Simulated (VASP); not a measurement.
TaN: electric field gradients with LDA

Crystal: TaN.

```
CELL_PARAMETERS angstrom
5.15020 0.00000 0.00000
-2.57510 4.46020 0.00000
0.00000 0.00000 2.88848
ATOMIC_POSITIONS crystal
Ta 0.00000 0.00000 0.00000
Ta 0.33333 0.66667 0.50000
Ta 0.66667 0.33333 0.50000
N 0.50000 0.00000 0.00000
N 0.50000 0.50000 0.00000
N 0.00000 0.50000 0.00000
```

```yaml
Program: VASP 6.6.1
Task: electric field gradients
Functional: LDA
Potentials_or_basis: VASP PAW LDA potentials, release 64 (Ta_pv, N)
Cutoff: 520 eV
k_mesh: 5 × 5 × 8
Occupations: fermi-dirac, width 0.03 eV
Spin: no spin polarisation
Dipole_correction: no
Further_INCAR_settings: ALGO = Normal; EDIFF = 1e-08; NBANDS = 33
```

* Pressure: 3.9 GPa
* Band gap on the k mesh: zero (bands 24 and 25 overlap by 2.22 eV)
* Largest electric field gradient by atom: Ta -342.4, -387.2 (each value once); N +34.0 V/Å²

Stress tensor (GPa, compression positive):
```
3.71 0.00 0.00
0.00 3.71 0.00
0.00 0.00 4.17
```

Levels at points of the mesh, in eV from the Fermi level:
```
           k point  band 20  band 21  band 22  band 23  band 24  band 25  band 26  band 27  band 28  band 29
(0.00, 0.00, 0.00)    -3.05    -3.05    -2.57    -2.15    -1.37    -1.37     0.75     0.75     1.29     2.24
(0.00, 0.00, 0.50)    -3.86    -3.17    -3.17    -1.98     0.86     0.86     1.52     1.82     2.55     2.55
```

Electric field gradients, principal values (V/Å²):
```csv
atom,least,middle,greatest (by size)
1 Ta,171.214,171.216,-342.430
2 Ta,193.582,193.583,-387.166
3 Ta,193.582,193.583,-387.166
4 N,-4.702,-29.326,34.028
5 N,-4.702,-29.327,34.029
6 N,-4.702,-29.326,34.028
```

Run time: 25 s on 1 thread of Intel(R) Xeon(R) Platinum 8559C (Emerald Rapids), on a shared host, peak memory 0.18 GiB.

Caveat: the cell stands under pressure; without QUAD_EFG the Cq values of the log hold for a quadrupole moment of 1 mb, not for the nuclei; spin-orbit coupling is left out, which moves the levels of the heavy elements.
